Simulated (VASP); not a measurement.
# YSe (Fm-3m) in VASP: further runs

Runs on YSe. Level: LDA. Tasks: single point, relaxation of cell and atoms.

Program: VASP 6.6.1. These are calculated values, not measurements. Logs are shortened: lines on timing, memory, paths and dates and some standing lists are left out, and cuts for length are marked.

## 1. The cell of the first run

Symmetry: Fm-3m, No. 225, cubic system. Conventional cell: a = 5.643 Å, b = 5.643 Å, c = 5.643 Å, α = 90.00°, β = 90.00°, γ = 90.00°. Within 3.7 Å of Y (site symmetry m-3m) lie 6 Se at 2.82 Å. Within 3.7 Å of Se (site symmetry m-3m) lie 6 Y at 2.82 Å.

## 2. Single point, LDA

File INCAR:

```
SYSTEM = YSe
PREC = Accurate
ENCUT = 520
EDIFF = 1E-6
ISMEAR = -1
SIGMA = 0.1
LREAL = .False.
LASPH = .True.
NELM = 80
ALGO = Normal
ISIF = 2
LWAVE = .False.
LCHARG = .True.
GGA = CA
LELF = .True.
LVHAR = .True.
NBANDS = 16
```

File KPOINTS:

```
regular mesh
0
Gamma
  12 12 12
  0 0 0
```

File POSCAR:

```
YSe
1.0
    0.0000000000      2.8213664405      2.8213664405
    2.8213664405      0.0000000000      2.8213664405
    2.8213664405      2.8213664405      0.0000000000
Y Se
1 1
Direct
    0.5000000000      0.5000000000      0.5000000000
    0.0000000000      0.0000000000      0.0000000000
```

Potentials or basis: VASP PAW LDA potentials, release 64 (Y_sv, Se).

Launch:

```
$ cat potpaw_LDA.64/Y_sv/POTCAR potpaw_LDA.64/Se/POTCAR > POTCAR
$ mpirun -np 1 vasp_std > vasp.out
```

OUTCAR:

```text
SYSTEM = YSe
   PREC = Accurate
   ENCUT = 520
   EDIFF = 1E-6
   ISMEAR = -1
   LREAL = .False.
   LASPH = .True.
   NELM = 80
   ISIF = 2
   GGA = CA

 ion  position               nearest neighbor table
   1  0.500  0.500  0.500-   2 2.82   2 2.82   2 2.82   2 2.82   2 2.82   2 2.82
   2  0.000  0.000  0.000-   1 2.82   1 2.82   1 2.82   1 2.82   1 2.82   1 2.82

  LATTYP: Found a face centered cubic cell.
 ALAT       =     5.6427328810

  Lattice vectors:

 A1 = (   0.0000000000,   2.8213664405,   2.8213664405)
 A2 = (   2.8213664405,   0.0000000000,   2.8213664405)
 A3 = (   2.8213664405,   2.8213664405,   0.0000000000)

Analysis of symmetry for initial positions (statically):
=====================================================================
 Subroutine PRICEL returns:
 Original cell was already a primitive cell.

 Routine SETGRP: Setting up the symmetry group for a
 face centered cubic supercell.

 Subroutine GETGRP returns: Found 48 space group operations
 (whereof 48 operations were pure point group operations)
 out of a pool of 48 trial point group operations.

The static configuration has the point symmetry O_h .

Analysis of symmetry for dynamics (positions and initial velocities):
=====================================================================
 Subroutine PRICEL returns:
 Original cell was already a primitive cell.

 Routine SETGRP: Setting up the symmetry group for a
 face centered cubic supercell.

 Subroutine GETGRP returns: Found 48 space group operations
 (whereof 48 operations were pure point group operations)
 out of a pool of 48 trial point group operations.

The dynamic configuration has the point symmetry O_h .

 Subroutine INISYM returns: Found 48 space group operations
 (whereof 48 operations are pure point group operations),
 and found     1 'primitive' translations

----------------------------------------------------------------------------------------

                                     Primitive cell

  volume of cell :      44.9168

  direct lattice vectors                    reciprocal lattice vectors
     0.000000000  2.821366440  2.821366440    -0.177219092  0.177219092  0.177219092
     2.821366440  0.000000000  2.821366440     0.177219092 -0.177219092  0.177219092
     2.821366440  2.821366440  0.000000000     0.177219092  0.177219092 -0.177219092

  length of vectors
     3.990014685  3.990014685  3.990014685     0.306952472  0.306952472  0.306952472

  position of ions in fractional coordinates (direct lattice)
     0.500000000  0.500000000  0.500000000
     0.000000000  0.000000000  0.000000000

  ion indices of the primitive-cell ions
   primitive index   ion index
                 1           1
                 2           2

----------------------------------------------------------------------------------------

 KPOINTS: regular mesh

Automatic generation of k-mesh.
 Grid dimensions read from file:
 generate k-points for:   12   12   12

 Generating k-lattice:

  Cartesian coordinates                     Fractional coordinates (reciprocal lattice)
    -0.014768258  0.014768258  0.014768258     0.083333333  0.000000000  0.000000000
     0.014768258 -0.014768258  0.014768258     0.000000000  0.083333333  0.000000000
     0.014768258  0.014768258 -0.014768258     0.000000000  0.000000000  0.083333333

  Length of vectors
     0.025579373  0.025579373  0.025579373

  Shift w.r.t. Gamma in fractional coordinates (k-lattice)
     0.000000000  0.000000000  0.000000000

 Subroutine IBZKPT returns following result:
 ===========================================

 Found     72 irreducible k-points:

 Following reciprocal coordinates:
            Coordinates               Weight
  0.000000  0.000000  0.000000      1.000000
  0.083333  0.000000  0.000000      8.000000
  0.166667  0.000000  0.000000      8.000000
  0.250000  0.000000  0.000000      8.000000
  0.333333  0.000000  0.000000      8.000000
  0.416667  0.000000  0.000000      8.000000
[... 16 lines left out ...]
  0.500000  0.166667  0.000000     24.000000
 -0.416667  0.166667  0.000000     24.000000
 [... further k-points ...]
   k-points           NKPTS =     72   k-points in BZ     NKDIM =     72   number of bands    NBANDS=     16
   number of dos      NEDOS =    301   number of ions     NIONS =      2
   total plane-waves  NPLWV =  27000
   dimension x,y,z NGX =    30 NGY =   30 NGZ =   30
   dimension x,y,z NGXF=    60 NGYF=   60 NGZF=   60
   ions per type =               1   1
   NGX,Y,Z   is equivalent  to a cutoff of  12.50, 12.50, 12.50 a.u.
   NGXF,Y,Z  is equivalent  to a cutoff of  25.00, 25.00, 25.00 a.u.
 SYSTEM =  YSe
   PREC   = accura    normal or accurate (medium, high low for compatibility)
   ISTART =      0    job   : 0-new  1-cont  2-samecut
   ICHARG =      2    charge: 1-file 2-atom 10-const
   ISPIN  =      1    spin polarized calculation?
   LNONCOLLINEAR =      F non collinear calculations
   LSORBIT =      F    spin-orbit coupling
   LASPH  =      T    aspherical Exc in radial PAW
   ENCUT  =  520.0 eV  38.22 Ry    6.18 a.u.   7.42  7.42  7.42*2*pi/ulx,y,z
   NELM   =     80;   NELMIN=  2; NELMDL= -5     # of ELM steps
   EDIFF  = 0.1E-05   stopping-criterion for ELM
   LREAL  =      F    real-space projection
   EDIFFG = 0.1E-04   stopping-criterion for IOM
   NSW    =      0    number of steps for IOM
   IBRION =     -1    ionic relax: 0-MD 1-quasi-New 2-CG
   NFREE  =      0    steps in history (QN), initial steepest desc. (CG)
   ISIF   =      2    stress and relaxation
   ISYM   =      2    0-nonsym 1-usesym 2-fastsym
   POTIM  = 0.5000    time-step for ionic-motion
   TEBEG  =    0.0;   TEEND  =   0.0 temperature during run
   PSTRESS=    0.0 pullay stress
   NELECT =      17.0000    total number of electrons
   NUPDOWN=      -1.0000    fix difference up-down
   EMIN   =  10.00;   EMAX   =-10.00  energy-range for DOS
   EFERMI =   0.00;   METHOD = LEGACY
   ISMEAR =    -1;   SIGMA  =   0.10  broadening in eV -4-tet -1-fermi 0-gaus
   EFERMI_NEDOS =   21; number of points for ismear=-14 and -15
   IALGO  =     38    algorithm
   IMIX   =      4    mixing-type and parameters
     AMIX     =   0.40;   BMIX     =  1.00
     AMIX_MAG =   1.60;   BMIX_MAG =  1.00
  volume/ion in A,a.u.               =      22.46       151.56
  Fermi-wavevector in a.u.,A,eV,Ry     =   1.184191  2.237796 19.079553  1.402308
  Thomas-Fermi vector in A             =   2.320410
   LORBIT       =      0    0 simple, 1 ext, 2 COOP (PROOUT), +10 PAW based schemes
   GGA     = CA    functional components
   LHFCALC =     F    Hartree Fock is set to
   AEXX    =    0.0000 exact exchange contribution
   IVDW    =     0    specifies the selected vdW correction
   LEPSILON=     F    determine dielectric tensor
   LRPA    =     F    only Hartree local field effects (RPA)
 non-spin polarized calculation
  energy-cutoff  :      520.00
  volume of cell :       44.92
 maximum number of plane-waves:      1243
 NGX is ok and might be reduce to    30
   NGX = 15   NGY = 15   NGZ = 15

 number of electron      17.0000002 magnetization

 Free energy of the ion-electron system (eV)
  ---------------------------------------------------
  ext. energy  EPLUGINS =         0.00000000
  ---------------------------------------------------
  free energy    TOTEN  =       -14.95498971 eV

  energy without entropy =      -14.92703500  energy(sigma->0) =      -14.94101236

 E-fermi :   6.2755     XC(G=0): -10.6636

 val. band max:        6.2443538718   @ k =  -0.0833   0.0833   0.0000
 cond. band min:       6.2763216326   @ k =   0.1667   0.0000   0.0000
 fundamental gap:      0.0319677608
 Fermi energy:         6.2754782350

 k-point     1 :       0.0000    0.0000    0.0000
  band No.  band energies     occupation
      1     -36.9507      2.00000
      2     -17.0514      2.00000
      3     -17.0514      2.00000
      4     -17.0514      2.00000
      5      -9.0099      2.00000
      6       3.3467      2.00000
[... 8 lines left out ...]
     15      12.5530      0.00000
     16      18.8810      0.00000

 k-point     2 :       0.0833    0.0000    0.0000
  band No.  band energies     occupation
      1     -36.9493      2.00000
      2     -17.0775      2.00000
      3     -17.0529      2.00000
      4     -17.0529      2.00000
      5      -8.9359      2.00000
      6       2.8461      2.00000
[... 8 lines left out ...]
     15      12.8569      0.00000
     16      17.8412      0.00000

 k-point     3 :       0.1667    0.0000    0.0000
  band No.  band energies     occupation
      1     -36.9453      2.00000
      2     -17.1472      2.00000
      3     -17.0568      2.00000
      4     -17.0568      2.00000
      5      -8.7297      2.00000
      6       1.8593      2.00000
[... 8 lines left out ...]
     15      13.5935      0.00000
     16      16.4459      0.00000

 k-point     4 :       0.2500    0.0000    0.0000
  band No.  band energies     occupation
      1     -36.9399      2.00000
      2     -17.2394      2.00000
      3     -17.0622      2.00000
      4     -17.0622      2.00000
      5      -8.4361      2.00000
      6       0.8605      2.00000
[... 8 lines left out ...]
     15      13.8866      0.00000
     16      15.6113      0.00000
[... 324 lines left out ...]
 k-point    22 :       0.4167    0.1667    0.0000
  band No.  band energies     occupation
      1     -36.9300      2.00000
      2     -17.3263      2.00000
      3     -17.1035      2.00000
      4     -17.0965      2.00000
      5      -8.0874      2.00000
      6       0.0236      2.00000
[... 8 lines left out ...]
     15      12.9902      0.00000
     16      13.9693      0.00000

 k-point    23 :       0.5000    0.1667    0.0000
  band No.  band energies     occupation
      1     -36.9272      2.00000
      2     -17.3642      2.00000
      3     -17.1177      2.00000
      4     -17.0928      2.00000
      5      -7.9375      2.00000
      6      -0.2425      2.00000
[... 8 lines left out ...]
     15      12.6799      0.00000
     16      13.7812      0.00000

 k-point    24 :      -0.4167    0.1667    0.0000
  band No.  band energies     occupation
      1     -36.9269      2.00000
      2     -17.3694      2.00000
      3     -17.1288      2.00000
      4     -17.0843      2.00000
      5      -7.8970      2.00000
      6      -0.3261      2.00000
[... 8 lines left out ...]
     15      13.3603      0.00000
     16      13.8176      0.00000

 [... further k-points ...]

------------------------ aborting loop because EDIFF is reached ----------------------------------------

  FORCE on cell =-STRESS in cart. coord.  units (eV):
  Direction    XX          YY          ZZ          XY          YZ          ZX
  --------------------------------------------------------------------------------------
  -------------------------------------------------------------------------------------
  Total        0.0507777      0.0507777      0.0507777      0.0000000      0.0000000      0.0000000
  in kB        1.8112353      1.8112353      1.8112353      0.0000000      0.0000000      0.0000000
  external PRESSURE =       1.8112353 kB  Pullay stress =       0.0000000 kB

 VOLUME and BASIS-vectors are now :
 -----------------------------------------------------------------------------
  energy-cutoff  :      520.00
  volume of cell :       44.92
      direct lattice vectors                 reciprocal lattice vectors
     0.000000000  2.821366440  2.821366440    -0.177219092  0.177219092  0.177219092
     2.821366440  0.000000000  2.821366440     0.177219092 -0.177219092  0.177219092
     2.821366440  2.821366440  0.000000000     0.177219092  0.177219092 -0.177219092

 POSITION                                       TOTAL-FORCE (eV/Angst)
 -----------------------------------------------------------------------------------
      2.82137      2.82137      2.82137         0.000000      0.000000      0.000000
      0.00000      0.00000      0.00000        -0.000000     -0.000000     -0.000000
 -----------------------------------------------------------------------------------
    total drift:                                0.000000     -0.000000      0.000000

  FREE ENERGIE OF THE ION-ELECTRON SYSTEM (eV)
  ---------------------------------------------------
  free  energy   TOTEN  =       -14.9549897069 eV

  energy  without entropy=      -14.9270350031  energy(sigma->0) =      -14.94101236
```

It took 54 s on 1 thread of Intel Xeon Platinum 8375C at 2.90GHz (Ice Lake), shared host; peak memory 0.2 GiB.

Results:

```yaml
Free_energy: -14.9550 eV
Pressure: 0.2 GPa
Band_gap_on_the_k_mesh: zero (an odd number of electrons rules out a gap without spin polarisation)
```

## 3. Single point, LDA

File INCAR:

```
SYSTEM = YSe
PREC     = Accurate       ! precision mode
ENCUT    = 520            ! plane-wave cutoff, eV
EDIFF    = 1E-6           ! SCF threshold, eV
ISMEAR   = -1             ! smearing method
SIGMA    = 0.1            ! smearing width, eV
LREAL    = .FALSE.        ! projectors in reciprocal space
LASPH    = .TRUE.         ! aspherical terms in the spheres
NELM     = 60             ! most SCF steps
ALGO     = Normal         ! electronic algorithm
ISIF     = 2              ! what is computed and relaxed
LWAVE    = .FALSE.        ! write WAVECAR
LCHARG   = .TRUE.         ! write CHGCAR
LELF     = .TRUE.         ! ELF
LVHAR    = .TRUE.       
NBANDS   = 16             ! bands
```

File KPOINTS:

```
Automatic mesh
0
G
  12 12 12
  0 0 0
```

POSCAR is that of step 2.

Potentials or basis: VASP PAW LDA potentials, release 64 (Y_sv, Se).

Launch:

```
$ cat potpaw_LDA.64/Y_sv/POTCAR potpaw_LDA.64/Se/POTCAR > POTCAR
$ mpirun -np 1 vasp_std > vasp.out
```

Run time: 53 s. Hardware: 1 thread of Intel Xeon Platinum 8375C at 2.90GHz (Ice Lake), shared host; peak memory 0.2 GiB.

It converged, with:

```yaml
Free_energy: -14.9550 eV
Pressure: 0.2 GPa
Band_gap_on_the_k_mesh: zero (an odd number of electrons rules out a gap without spin polarisation)
```

Levels at points of the mesh, in eV from the Fermi level:
```csv
k point,band 7,band 8,band 9,band 10,band 11,band 12
"(0.00, 0.00, 0.00)",-2.93,-2.93,-0.26,-0.26,-0.26,0.58
"(0.50, 0.00, 0.00)",-4.95,-4.95,1.87,2.41,2.41,2.52
"(0.50, 0.50, 0.00)",-3.81,-3.81,-2.28,1.75,2.71,3.35
```

## 4. Single point, LDA

File INCAR:

```
PREC = Accurate ; ENCUT = 520
EDIFF = 1E-6 ; ISMEAR = -1
SIGMA = 0.1 ; LREAL = F
LASPH = T ; NELM = 60
ALGO = Normal ; ISIF = 2
LWAVE = F ; LCHARG = T
GGA = CA ; LELF = T
LVHAR = T ; NBANDS = 16
```

File KPOINTS:

```
regular mesh
0
Gamma
  12 12 12
```

POSCAR is that of step 3.

Launch:

```
$ cat potpaw_LDA.64/Y_sv/POTCAR potpaw_LDA.64/Se/POTCAR > POTCAR
$ mpirun -np 1 vasp_std > vasp.out
```

Wall time 54 s (1 thread of Intel Xeon Platinum 8375C at 2.90GHz (Ice Lake), shared host); peak memory 0.21 GiB.

It converged, with:

| Property | Result |
| --- | --- |
| Free energy | -14.9550 eV |
| Pressure | 0.2 GPa |
| Band gap on the k mesh | zero (an odd number of electrons rules out a gap without spin polarisation) |

Levels at points of the mesh, in eV from the Fermi level:
```tsv
k point	band 7	band 8	band 9	band 10	band 11	band 12
(0.00, 0.00, 0.00)	-2.93	-2.93	-0.26	-0.26	-0.26	0.58
(0.50, 0.00, 0.00)	-4.95	-4.95	1.87	2.41	2.41	2.52
(0.50, 0.50, 0.00)	-3.81	-3.81	-2.28	1.75	2.71	3.35
```

## 5. Relaxation of cell and atoms, LDA

This run uses another cell than the first one, of 23.19 Å³/atom.

File INCAR:

```
  PREC = Accurate
  ENCUT = 600
  EDIFF = 1E-6
  ISMEAR = -1
  SIGMA = 0.1
  LREAL = F
  LASPH = T
  NELM = 60
  ALGO = Normal
  ISIF = 3
  LWAVE = F
  LCHARG = F
  GGA = CA
  IBRION = 2
  NSW = 100
  EDIFFG = -0.002
```

KPOINTS is that of step 4.

File POSCAR:

```
YSe
1.0
    0.0000000000      2.8515000000      2.8515000000
    2.8515000000      0.0000000000      2.8515000000
    2.8515000000      2.8515000000      0.0000000000
Y Se
1 1
Direct
    0.5000000000      0.5000000000      0.5000000000
    0.0000000000      0.0000000000      0.0000000000
```

Launch:

```
$ cat potpaw_LDA.64/Y_sv/POTCAR potpaw_LDA.64/Se/POTCAR > POTCAR
$ mpirun -np 1 vasp_std > vasp.out
```

Wall time 1.7 min (1 thread of Intel Xeon Platinum 8375C at 2.90GHz (Ice Lake), shared host); peak memory 0.21 GiB.

It converged, with:

| Item | Value |
| --- | --- |
| Free energy | -14.9551 eV |
| Relaxed volume | 22.50 Å³/atom |
| Relaxed cell | a = 3.993 Å, b = 3.993 Å, c = 3.993 Å, α = 60.00°, β = 60.00°, γ = 60.00° |
| Space group after relaxing (to 0.1 Å) | Fm-3m (No. 225) |
| Energy gained by relaxing | 5.7 meV/atom |
| Ionic steps | 3 |
| Pressure after relaxing | 0.0 GPa |
| Band gap on the k mesh | zero (an odd number of electrons rules out a gap without spin polarisation) |

Step by step:
```tsv
step	energy change (eV)	largest force (eV/Å)	pressure (GPa)	volume (Å³)
1	0.0000	0.0000	-2.61	46.37
2	-0.0030	0.0000	2.49	43.88
3	-0.0114	0.0000	-0.01	45.00
```

Final structure:
```
Y Se
1.0
     0.00000    2.82321    2.82321
     2.82321    0.00000    2.82321
     2.82321    2.82321    0.00000
Y Se
1 1
Direct
  0.50000 0.50000 0.50000
  0.00000 0.00000 0.00000
```

Levels at points of the mesh, in eV from the Fermi level:
| k point | band 7 | band 8 | band 9 | band 10 | band 11 | band 12 |
| --- | --- | --- | --- | --- | --- | --- |
| (0.00, 0.00, 0.00) | -2.93 | -2.93 | -0.25 | -0.25 | -0.25 | 0.58 |
| (0.50, 0.00, 0.00) | -4.95 | -4.95 | 1.86 | 2.40 | 2.40 | 2.52 |
| (0.50, 0.50, 0.00) | -3.81 | -3.81 | -2.27 | 1.75 | 2.70 | 3.34 |
